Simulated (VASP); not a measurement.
Input of a VASP 6.6.1 run:

POSCAR

```
CdS
1.0
    4.0805182010      0.0000000000      0.0000000000
   -2.0402591005      3.5338324227      0.0000000000
    0.0000000000      0.0000000000      6.8949723213
Cd S
2 2
Direct
    0.3333333333      0.6666666667      0.0036341526
    0.6666666667      0.3333333333      0.5036341526
    0.3333333333      0.6666666667      0.3713658474
    0.6666666667      0.3333333333      0.8713658474
```

File INCAR.step1:

```
PREC     = Accurate       # precision mode
ENCUT    = 520            # plane-wave cutoff, eV
ISMEAR   = 0              # smearing method
SIGMA    = 0.01           # smearing width, eV
LREAL    = False          # projectors in reciprocal space
LASPH    = True           # aspherical terms in the spheres
NELM     = 60             # most SCF steps
NBANDS   = 26             # bands
GGA      = PE             # functional
ALGO     = Normal         # electronic algorithm
EDIFF    = 1E-4           # SCF threshold, eV
LWAVE    = True           # write WAVECAR
LCHARG   = False          # write CHGCAR
```

The input INCAR.step2:

```
PREC     = Accurate       # precision mode
ENCUT    = 520            # plane-wave cutoff, eV
EDIFF    = 1E-6           # SCF threshold, eV
ISMEAR   = 0              # smearing method
SIGMA    = 0.01           # smearing width, eV
LREAL    = False          # projectors in reciprocal space
LASPH    = True           # aspherical terms in the spheres
NELM     = 60             # most SCF steps
ALGO     = Normal         # electronic algorithm
ISIF     = 2              # what is computed and relaxed
LWAVE    = False          # write WAVECAR
LCHARG   = True           # write CHGCAR
METAGGA  = R2SCAN         # meta-GGA
LMIXTAU  = True         
LELF     = True           # ELF
LVHAR    = True         
NBANDS   = 26             # bands
ISTART   = 1
```

Contents of KPOINTS:

```
regular mesh
0
Gamma
  6 6 4
```

Potentials or basis: VASP PAW PBE potentials, release 64 (Cd, S).

Run with:

```console
$ cat potpaw_PBE.64/Cd/POTCAR potpaw_PBE.64/S/POTCAR > POTCAR
$ cp INCAR.step1 INCAR
$ mpirun -np 1 vasp_std > vasp.out
$ cp INCAR.step2 INCAR
$ mpirun -np 1 vasp_std > vasp.out
```

(1) Estimate the largest force.

(2) What does it give for the pressure?

(3) Estimate the band gap on the k mesh.

Answers

(1) 0.005 eV/Å.

(2) 1.6 GPa.

(3) 1.58 eV.

Caveat: the cell differs from its parent crystal (film at in-plane strain -0.02); the PAW data sets were made with another functional, which shifts forces and pressure a little.
